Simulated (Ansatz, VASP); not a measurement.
# One calculation of AlN, two programs

```
Al N
1.0
     0.05934    2.00767    2.00767
     2.00767    0.05934    2.00767
     2.00767    2.00767    0.05934
Al N
1 1
Direct
  0.00000 0.00000 0.00000
  0.50000 0.50000 0.50000
```

Change from the starting cell: equal xy, yz and zx shear strains of +3 %, PAW files.

Alike in both runs: task electric field gradients; functional PBE; k mesh 10 × 10 × 10; occupations fermi-dirac, width 0.02 eV; no spin polarisation.

|  | VASP | Ansatz |
| --- | --- | --- |
| version | VASP 6.6.1 | Ansatz 0.2.0 |
| potentials or method | VASP PAW PBE potentials, release 64 (Al, N) | PAW with Ansatz's default frozen-core files, scalar-relativistic |
| plane-wave cutoff (eV) | 520 | 420 |
| valence electrons in the cell | 8 | 8 |

```csv
,VASP,Ansatz,Ansatz less VASP
gap on the k mesh at the Fermi level (eV),4.48,4.49,+0.005
pressure (GPa),25.6,26.0,+0.33
"traceless stress, the component that is largest in VASP (GPa)",-10.74,-10.74,+0.004
size of Vzz on the site where it differs most (V/Å²),0.8,2.1,+1.27
```

With one functional, cell and mesh, what is left measures potentials, basis and numerics.
